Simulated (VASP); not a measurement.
Runs of VASP 6.6.1 on BAs. It takes space group Fm-3m (No. 225, cubic). The conventional cell has a = 4.611 Å, b = 4.611 Å, c = 4.611 Å, α = 90.00°, β = 90.00°, γ = 90.00°. Within 3.0 Å of B (site symmetry m-3m) lie 6 As at 2.31 Å. As (site symmetry m-3m) has 6 B at 2.31 Å within 3.0 Å. 

```csv
level,potentials or basis,spin,k mesh,cutoff (eV),gap on the mesh (eV),pressure (GPa)
r2SCAN,"VASP PAW PBE potentials, release 64 (B, As)",off,8 × 8 × 8,550,none,0.1
PBE,"VASP PAW PBE potentials, release 64 (B, As)","non-collinear, zero start, SOC",6 × 6 × 6,500,-,(a)
LDA,"VASP PAW LDA potentials, release 64 (B, As)",off,6 × 6 × 6,500,none,-5.7
PBE,"VASP PAW PBE potentials, release 64 (B, As)",off,8 × 8 × 8,500,none,(b)
PBE,"VASP PAW PBE potentials, release 64 (B, As)",off,4 × 4 × 4,500,none,6.0
```

Alike in all rows: task single point; cell as given; smearing fermi-dirac 0.02 eV.

Task: Estimate the missing entries.

Result: (a) 0.8; (b) 1.5.

Caveats: some runs use coarse meshes; the PAW data sets were made with another functional, which shifts forces and pressure a little (some runs).

A k mesh can miss the band edges, and rows without SOC leave out spin-orbit coupling on As.

A gap of «none» marks levels without a gap at the run's occupations.
